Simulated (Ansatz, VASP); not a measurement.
# One calculation of TiAl3, two programs

```
Ti Al
1.0
     4.00757    0.00000    0.00000
     0.00000    4.00757    0.00000
     0.00000    0.00000    3.94834
Ti Al
1 3
Direct
  0.00000 0.00000 0.00000
  0.50000 0.50000 0.00000
  0.50000 0.00000 0.50000
  0.00000 0.50000 0.50000
```

Change from the starting cell: strain +0.015 along x and y, +0.000 along z, atoms carried along.

Alike in both runs: task single point; functional PBEsol; k mesh 12 × 12 × 12; occupations gaussian, width 0.15 eV; no spin polarisation.

```csv
,VASP,Ansatz
version,VASP 6.6.1,Ansatz 0.2.0
potentials or method,"VASP PAW PBE potentials, release 64 (Ti_sv, Al), cutoff 520 eV","scalar-relativistic, plane waves, PAW"
valence electrons in the cell,21,21
```

```tsv
	VASP	Ansatz	Ansatz less VASP
gap on the k mesh at the Fermi level (eV)	none	none	-
pressure (GPa)	-3.0	-3.1	-0.10
traceless stress, the component that is largest in VASP (GPa)	1.14	1.13	-0.004
```

VASP's potentials were made for PBE, not for PBEsol. A gap of «none» marks a metal or a gap that the smearing closes. With one functional, cell and mesh, what is left measures potentials, basis and numerics.
